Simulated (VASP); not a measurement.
Write the native input for VASP 6.6.1 that does the following.

```
Task                   : single point
Functional             : PBEsol
Potentials or basis    : VASP PAW PBE potentials, release 64 (Os)
Cutoff                 : 520 eV
k mesh                 : 11 × 11 × 6
Occupations            : fermi-dirac, width 0.05 eV
Spin                   : no spin polarisation
Dipole correction      : no
Further INCAR settings : ALGO = Fast; EDIFF = 1e-06; NBANDS = 15
```

The structure of Os lies in POSCAR:

```
Os
1.0
    2.7280718885      0.0000000000      0.0000000000
   -1.3640359443      2.3625795588      0.0000000000
    0.0000000000      0.0000000000      4.3116420093
Os
2
Direct
    0.6666666667      0.3333333333      0.7500000000
    0.3333333333      0.6666666667      0.2500000000
```

One way to write it, as run:

INCAR

```
PREC = Accurate
ENCUT = 520
EDIFF = 1E-6
ISMEAR = -1
SIGMA = 0.05
LREAL = False
LASPH = True
NELM = 100
ALGO = Fast
ISIF = 2
LWAVE = False
LCHARG = True
GGA = PS
LELF = True
LVHAR = True
NBANDS = 15
```

KPOINTS

```
Automatic mesh
0
Gamma
  11 11 6
```

Potentials or basis: VASP PAW PBE potentials, release 64 (Os).

Launch:

```sh
$ cat potpaw_PBE.64/Os/POTCAR > POTCAR
$ mpirun -np 1 vasp_std > vasp.out
```

Results of the run:

```
Pressure               : 0.5 GPa
Band gap on the k mesh : zero (bands 8 and 9 overlap by 3.94 eV)
```

Caveat: the PAW data sets were made with another functional, which shifts forces and pressure a little; spin-orbit coupling is left out, which moves the levels of the heavy elements.

Run time: 39 s on 1 thread of Intel Xeon 8259CL, with other jobs on the host, peak memory 0.15 GiB.
